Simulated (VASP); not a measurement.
# Pt (Fm-3m) in VASP: notebook

Runs on Pt. Level: PBE. Tasks: single point.

All numbers are computed with VASP 6.6.1; they aren't measurements. Logs are shortened: lines on timing, memory, paths and dates and some standing lists are left out, and cuts for length are marked.

## Step 1: The cell of the first run

Symmetry: Fm-3m, No. 225, cubic system. Conventional cell: a = 3.970 Å, b = 3.970 Å, c = 3.970 Å, α = 90.00°, β = 90.00°, γ = 90.00°. Within 3.7 Å of Pt (site symmetry m-3m) lie 12 Pt at 2.81 Å.

## Step 2: Single point, PBE

The input, INCAR:

```
SYSTEM = Pt
  PREC = Accurate
  ENCUT = 520
  EDIFF = 1E-7
  ISMEAR = 0
  SIGMA = 0.1
  LREAL = .False.
  LASPH = .True.
  NELM = 60
  ALGO = Fast
  ISIF = 2
  LWAVE = .False.
  LCHARG = .False.
  GGA = PE
  NBANDS = 11
  ISYM = 0
```

The input, KPOINTS:

```
regular mesh
0
Gamma
  12 12 15
  0 0 0
```

The input, POSCAR:

```
Pt
1.0
    2.8072917794      0.0000000000      0.0000000000
   -1.4036458897      2.4311859968      0.0000000000
    1.4036458897      0.8103953323      2.2921441396
Pt
1
Direct
    0.0000000000      0.0000000000      0.0000000000
```

Potentials or basis: VASP PAW PBE potentials, release 64 (Pt).

Run with:

```
> cat potpaw_PBE.64/Pt/POTCAR > POTCAR
> mpirun -np 1 vasp_std > vasp.out
```

OUTCAR:

```text
SYSTEM = Pt
   PREC = Accurate
   ENCUT = 520
   EDIFF = 1E-7
   ISMEAR = 0
   LREAL = .False.
   LASPH = .True.
   NELM = 60
   ISIF = 2
   GGA = PE
   ISYM = 0

 ion  position               nearest neighbor table
   1  0.000  0.000  0.000-

IMPORTANT INFORMATION: All symmetrisations will be switched off!
NOSYMM: (Re-)initialisation of all symmetry stuff for point group C_1.

----------------------------------------------------------------------------------------

                                     Primitive cell

  volume of cell :      15.6440

  direct lattice vectors                    reciprocal lattice vectors
     2.807291779  0.000000000  0.000000000     0.356215199  0.205660941 -0.290848492
    -1.403645890  2.431185997  0.000000000     0.000000000  0.411321882 -0.145424246
     1.403645890  0.810395332  2.292144140     0.000000000  0.000000000  0.436272738

  length of vectors
     2.807291779  2.807291779  2.807291779     0.503764366  0.436272738  0.436272738

  position of ions in fractional coordinates (direct lattice)
     0.000000000  0.000000000  0.000000000

  ion indices of the primitive-cell ions
   primitive index   ion index
                 1           1

----------------------------------------------------------------------------------------

 KPOINTS: regular mesh

Automatic generation of k-mesh.
 Grid dimensions read from file:
 generate k-points for:   12   12   15

 Generating k-lattice:

  Cartesian coordinates                     Fractional coordinates (reciprocal lattice)
     0.029684600  0.017138412 -0.024237374     0.083333333  0.000000000 -0.000000000
     0.000000000  0.034276824 -0.012118687     0.000000000  0.083333333 -0.000000000
     0.000000000  0.000000000  0.029084849     0.000000000  0.000000000  0.066666667

  Length of vectors
     0.041980364  0.036356062  0.029084849

  Shift w.r.t. Gamma in fractional coordinates (k-lattice)
     0.000000000  0.000000000  0.000000000

 -----------------------------------------------------------------------------
|                                                                             |
|           W    W    AA    RRRRR   N    N  II  N    N   GGGG   !!!           |
|           W    W   A  A   R    R  NN   N  II  NN   N  G    G  !!!           |
|           W    W  A    A  R    R  N N  N  II  N N  N  G       !!!           |
|           W WW W  AAAAAA  RRRRR   N  N N  II  N  N N  G  GGG   !            |
|           WW  WW  A    A  R   R   N   NN  II  N   NN  G    G                |
|           W    W  A    A  R    R  N    N  II  N    N   GGGG   !!!           |
|                                                                             |
|     Your reciprocal lattice and k-lattice belong to different lattice       |
|     classes:                                                                |
|                                                                             |
|        The reciprocal lattice is body-centered cubic,                       |
|        whereas your k-lattice is base-centered monoclinic.                  |
|                                                                             |
|     Results are often still useful ...                                      |
|                                                                             |
 -----------------------------------------------------------------------------

 WARNING: IBZKPT: internal override: KBLOWUP is changed to .FALSE.
      ... skipping the blow-up phase ...

 Subroutine IBZKPT returns following result:
 ===========================================

 Found   1082 irreducible k-points:

 Following reciprocal coordinates:
            Coordinates               Weight
  0.000000  0.000000  0.000000      1.000000
  0.083333  0.000000  0.000000      2.000000
  0.166667  0.000000 -0.000000      2.000000
  0.250000  0.000000  0.000000      2.000000
  0.333333  0.000000  0.000000      2.000000
  0.416667  0.000000  0.000000      2.000000
[... 16 lines left out ...]
  0.250000  0.166667  0.000000      2.000000
  0.333333  0.166667  0.000000      2.000000
 [... further k-points ...]
   k-points           NKPTS =   1082   k-points in BZ     NKDIM =   1082   number of bands    NBANDS=     11
   number of dos      NEDOS =    301   number of ions     NIONS =      1
   total plane-waves  NPLWV =  13824
   dimension x,y,z NGX =    24 NGY =   24 NGZ =   24
   dimension x,y,z NGXF=    48 NGYF=   48 NGZF=   48
   ions per type =               1
   NGX,Y,Z   is equivalent  to a cutoff of  14.21, 14.21, 14.21 a.u.
   NGXF,Y,Z  is equivalent  to a cutoff of  28.43, 28.43, 28.43 a.u.
 SYSTEM =  Pt
   PREC   = accura    normal or accurate (medium, high low for compatibility)
   ISTART =      0    job   : 0-new  1-cont  2-samecut
   ICHARG =      2    charge: 1-file 2-atom 10-const
   ISPIN  =      1    spin polarized calculation?
   LNONCOLLINEAR =      F non collinear calculations
   LSORBIT =      F    spin-orbit coupling
   LASPH  =      T    aspherical Exc in radial PAW
   ENCUT  =  520.0 eV  38.22 Ry    6.18 a.u.   5.22  5.22  5.22*2*pi/ulx,y,z
   NELM   =     60;   NELMIN=  2; NELMDL= -5     # of ELM steps
   EDIFF  = 0.1E-06   stopping-criterion for ELM
   LREAL  =      F    real-space projection
   EDIFFG = 0.1E-05   stopping-criterion for IOM
   NSW    =      0    number of steps for IOM
   IBRION =     -1    ionic relax: 0-MD 1-quasi-New 2-CG
   NFREE  =      0    steps in history (QN), initial steepest desc. (CG)
   ISIF   =      2    stress and relaxation
   ISYM   =      0    0-nonsym 1-usesym 2-fastsym
   POTIM  = 0.5000    time-step for ionic-motion
   TEBEG  =    0.0;   TEEND  =   0.0 temperature during run
   PSTRESS=    0.0 pullay stress
   NELECT =      10.0000    total number of electrons
   NUPDOWN=      -1.0000    fix difference up-down
   EMIN   =  10.00;   EMAX   =-10.00  energy-range for DOS
   EFERMI =   0.00;   METHOD = LEGACY
   ISMEAR =     0;   SIGMA  =   0.10  broadening in eV -4-tet -1-fermi 0-gaus
   EFERMI_NEDOS =   21; number of points for ismear=-14 and -15
   IALGO  =     68    algorithm
   IMIX   =      4    mixing-type and parameters
     AMIX     =   0.40;   BMIX     =  1.00
     AMIX_MAG =   1.60;   BMIX_MAG =  1.00
  volume/ion in A,a.u.               =      15.64       105.57
  Fermi-wavevector in a.u.,A,eV,Ry     =   1.410238  2.664963 27.058858  1.988770
  Thomas-Fermi vector in A             =   2.532212
   LORBIT       =      0    0 simple, 1 ext, 2 COOP (PROOUT), +10 PAW based schemes
   GGA     = PE    functional components
   LHFCALC =     F    Hartree Fock is set to
   AEXX    =    0.0000 exact exchange contribution
   IVDW    =     0    specifies the selected vdW correction
   LEPSILON=     F    determine dielectric tensor
   LRPA    =     F    only Hartree local field effects (RPA)
 non-spin polarized calculation
 RMM-DIIS sequential band-by-band and
 Gauss-broadening in eV      SIGMA  =   0.10
  energy-cutoff  :      520.00
  volume of cell :       15.64
 maximum number of plane-waves:       444
 NGX is ok and might be reduce to    24
   NGX = 11   NGY = 11   NGZ = 11

 number of electron      10.0000002 magnetization

 Free energy of the ion-electron system (eV)
  ---------------------------------------------------
  ext. energy  EPLUGINS =         0.00000000
  ---------------------------------------------------
  free energy    TOTEN  =        -6.10346186 eV

  energy without entropy =       -6.09340426  energy(sigma->0) =       -6.09843306

 E-fermi :  10.5801     XC(G=0): -13.2701

 val. band max:       10.5797846370   @ k =   0.4167  -0.4167   0.0667
 cond. band min:      10.5826037988   @ k =  -0.2500  -0.1667   0.3333
 fundamental gap:      0.0028191618
 Fermi energy:        10.5800707528

 k-point     1 :       0.0000    0.0000    0.0000
  band No.  band energies     occupation
      1       0.7635      2.00000
      2       7.0082      2.00000
      3       7.0087      2.00000
      4       7.0102      2.00000
      5       9.0372      2.00000
      6       9.0390      2.00000
      7      25.3083      0.00000
      8      30.0667      0.00000
      9      30.0691      0.00000
     10      30.0697      0.00000
     11      35.2786      0.00000

 k-point     2 :       0.0833    0.0000    0.0000
  band No.  band energies     occupation
      1       1.1216      2.00000
      2       6.7831      2.00000
      3       7.1903      2.00000
      4       7.1913      2.00000
      5       8.7875      2.00000
      6       9.1314      2.00000
      7      25.8537      0.00000
      8      29.1735      0.00000
      9      30.0820      0.00000
     10      30.0827      0.00000
     11      37.3381      0.00000

 k-point     3 :       0.1667    0.0000   -0.0000
  band No.  band energies     occupation
      1       2.1273      2.00000
      2       6.2102      2.00000
      3       7.7256      2.00000
      4       7.7266      2.00000
      5       8.1843      2.00000
      6       9.3907      2.00000
      7      27.3315      0.00000
      8      28.2326      0.00000
      9      29.4914      0.00000
     10      29.4919      0.00000
     11      35.8832      0.00000

 k-point     4 :       0.2500    0.0000    0.0000
  band No.  band energies     occupation
      1       3.4454      2.00000
      2       5.5143      2.00000
      3       7.7519      2.00000
      4       8.5708      2.00000
      5       8.5718      2.00000
      6       9.7622      2.00000
      7      27.3997      0.00000
      8      27.3998      0.00000
      9      27.9215      0.00000
     10      29.3462      0.00000
     11      30.9018      0.00000
[... 239 lines left out ...]
 k-point    22 :       0.1667    0.1667    0.0000
  band No.  band energies     occupation
      1       3.8103      2.00000
      2       5.8879      2.00000
      3       7.1133      2.00000
      4       8.0332      2.00000
      5       9.5850      2.00000
      6      10.0837      2.00000
      7      23.1421      0.00000
      8      27.5080      0.00000
      9      28.1608      0.00000
     10      30.1709      0.00000
     11      34.3861      0.00000

 k-point    23 :       0.2500    0.1667    0.0000
  band No.  band energies     occupation
      1       4.4872      2.00000
      2       5.3857      2.00000
      3       7.3196      2.00000
      4       8.7268      2.00000
      5      10.6003      0.77480
      6      11.2723      0.00000
      7      20.9929      0.00000
      8      25.6818      0.00000
      9      25.7279      0.00000
     10      29.7614      0.00000
     11      33.9805      0.00000

 k-point    24 :       0.3333    0.1667    0.0000
  band No.  band energies     occupation
      1       4.4196      2.00000
      2       4.9738      2.00000
      3       8.3513      2.00000
      4       9.4900      2.00000
      5      10.8056      0.00142
      6      13.5322      0.00000
      7      18.8666      0.00000
      8      22.6314      0.00000
      9      23.9710      0.00000
     10      30.5379      0.00000
     11      34.2743      0.00000

 [... further k-points ...]
[... 5 lines left out ...]
  --------------------------------------------------------------------------------------
  -------------------------------------------------------------------------------------
  Total       -0.0512974     -0.0492078     -0.0199631     -0.0018085      0.0005247      0.0009090
  in kB       -5.2536122     -5.0396133     -2.0445137     -0.1852132      0.0537383      0.0930937
  external PRESSURE =      -4.1125798 kB  Pullay stress =       0.0000000 kB

 VOLUME and BASIS-vectors are now :
 -----------------------------------------------------------------------------
  energy-cutoff  :      520.00
  volume of cell :       15.64
      direct lattice vectors                 reciprocal lattice vectors
     2.807291779  0.000000000  0.000000000     0.356215199  0.205660941 -0.290848492
    -1.403645890  2.431185997  0.000000000     0.000000000  0.411321882 -0.145424246
     1.403645890  0.810395332  2.292144140     0.000000000  0.000000000  0.436272738

 POSITION                                       TOTAL-FORCE (eV/Angst)
 -----------------------------------------------------------------------------------
      0.00000      0.00000      0.00000        -0.000000      0.000000     -0.000000
 -----------------------------------------------------------------------------------
    total drift:                               -0.000000      0.000000     -0.000000

  FREE ENERGIE OF THE ION-ELECTRON SYSTEM (eV)
  ---------------------------------------------------
  free  energy   TOTEN  =        -6.1034618599 eV

  energy  without entropy=       -6.0934042557  energy(sigma->0) =       -6.09843306
```

Wall time 2.2 min (1 thread of Intel Xeon 6975P-C, shared host); peak memory 0.31 GiB.

Results:

```
Free energy            : -6.1035 eV
Pressure               : -0.4 GPa
Band gap on the k mesh : zero (band 5 reaches 11.04 eV, above the bottom of band 6 at 8.94 eV)
```

Caveat: spin-orbit coupling is left out, which moves the levels of the heavy elements.

(Continued in part 2 of 2.)
